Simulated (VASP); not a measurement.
Write the native input for VASP 6.6.1 that does the following.

```
Task                   : relaxation of cell and atoms
Functional             : PBEsol
Potentials or basis    : VASP PAW PBE potentials, release 64 (Si)
Cutoff                 : 600 eV
k mesh                 : 11 × 11 × 11
Occupations            : fermi-dirac, width 0.02 eV
Spin                   : no spin polarisation
Dipole correction      : no
Further INCAR settings : ALGO = Normal; EDIFF = 1e-06; IBRION = 2; EDIFFG = -0.005; NSW = 60; ISIF = 3
```

The structure of Si lies in POSCAR:

```
Si
1.0
    0.0000000000      2.7157741474      2.7157741474
    2.7157741474      0.0000000000      2.7157741474
    2.7157741474      2.7157741474      0.0000000000
Si
2
Direct
   -0.1250000000     -0.1250000000     -0.1250000000
    0.1250000000      0.1250000000      0.1250000000
```

One way to write it, as run:

INCAR

```
SYSTEM = Si
PREC     = Accurate       ! precision mode
ENCUT    = 600            ! plane-wave cutoff, eV
EDIFF    = 1E-6           ! SCF threshold, eV
ISMEAR   = -1             ! smearing method
SIGMA    = 0.02           ! smearing width, eV
LREAL    = .False.        ! projectors in reciprocal space
LASPH    = .True.         ! aspherical terms in the spheres
NELM     = 80             ! most SCF steps
ALGO     = Normal         ! electronic algorithm
ISIF     = 3              ! what is computed and relaxed
LWAVE    = .False.        ! write WAVECAR
LCHARG   = .False.        ! write CHGCAR
GGA      = PS             ! functional
IBRION   = 2              ! ionic algorithm
NSW      = 60             ! ionic steps
EDIFFG   = -0.005         ! ionic threshold
```

KPOINTS

```
Automatic mesh
0
Gamma
  11 11 11
  0 0 0
```

Potentials or basis: VASP PAW PBE potentials, release 64 (Si).

Command:

```console
$ cat potpaw_PBE.64/Si/POTCAR > POTCAR
$ mpirun -np 1 vasp_std > vasp.out
```

It gave:

- Relaxed volume: 20.08 Å³/atom
- Relaxed cell: a = 3.844 Å, b = 3.844 Å, c = 3.844 Å, α = 60.00°, β = 60.00°, γ = 60.00°
- Space group after relaxing (to 0.05 Å): Fd-3m (No. 227)
- Energy gained by relaxing: 0.0 meV/atom
- Ionic steps: 3
- Pressure after relaxing: 0.0 GPa
- Band gap on the k mesh: 0.48 eV, indirect (least direct gap 2.52 eV)

Caveat: the PAW data sets were made with another functional, which shifts forces and pressure a little.

Wall time 12 s on 1 thread of Intel(R) Xeon(R) 6975P-C (Granite Rapids) (shared host), peak memory 0.17 GiB.
